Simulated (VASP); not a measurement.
Runs of VASP 6.6.1 on BeS (rocksalt type). The structure is that of space group Fm-3m (No. 225), or close to it. The cells are those of the table. 

```tsv
task	level	potentials or basis	cell	k mesh	cutoff (eV)	gap on the mesh (eV)	pressure (GPa)
single point	PBE	VASP PAW PBE potentials, release 64 (Be, S)	a = 3.273 Å, angles 60.0°, 2 atoms	13 × 13 × 13	520	1.02	-0.1
electric field gradients	PBE	VASP PAW PBE potentials, release 64 (Be, S)	a = 3.218 Å, angles 60.0°, 2 atoms	13 × 13 × 13	520	1.04	6.0
relaxation of cell and atoms	PBE	VASP PAW PBE potentials, release 64 (Be, S)	relaxed from a = 3.157 Å, angles 60.0°, 2 atoms	13 × 13 × 13	600	1.02	0.0
electric field gradients	PBE	VASP PAW PBE potentials, release 64 (Be, S)	a = 3.327 Å, angles 60.0°, 2 atoms	13 × 13 × 13	520	0.99	-4.8
electric field gradients	PBE	VASP PAW PBE potentials, release 64 (Be, S)	a = 3.300 Å, angles 60.0°, 2 atoms	13 × 13 × 13	520	1.00	-2.6
single point	PBE	VASP PAW PBE potentials, release 64 (Be, S)	a = 3.300 Å, angles 60.0°, 2 atoms	13 × 13 × 13	520	1.00	-2.6
single point	LDA	VASP PAW LDA potentials, release 64 (Be, S)	a = 3.273 Å, angles 60.0°, 2 atoms	13 × 13 × 13	520	1.00	-5.1
electric field gradients	LDA	VASP PAW LDA potentials, release 64 (Be, S)	a = 3.273 Å, angles 60.0°, 2 atoms	13 × 13 × 13	520	1.00	-5.1
single point	PBE	VASP PAW PBE potentials, release 64 (Be, S)	a = 3.327 Å, angles 60.0°, 2 atoms	13 × 13 × 13	520	0.99	-4.8
electric field gradients	r2SCAN	VASP PAW PBE potentials, release 64 (Be, S)	a = 3.273 Å, angles 60.0°, 2 atoms	13 × 13 × 13	520	1.38	0.3
single point	PBE	VASP PAW PBE potentials, release 64 (Be, S)	a = 3.218 Å, angles 60.0°, 2 atoms	13 × 13 × 13	520	1.04	6.0
electric field gradients	PBE	VASP PAW PBE potentials, release 64 (Be, S)	a = 3.218 Å, angles 60.0°, 2 atoms	13 × 13 × 13, shifted	520	(a)	6.0
```

Alike in all rows: no spin polarisation; smearing fermi-dirac 0.08 eV.

Task: Estimate the missing entries.

Result: (a) 1.10.

Caveats: the PAW data sets were made with another functional, which shifts forces and pressure a little (some runs).

A k mesh can miss the band edges.
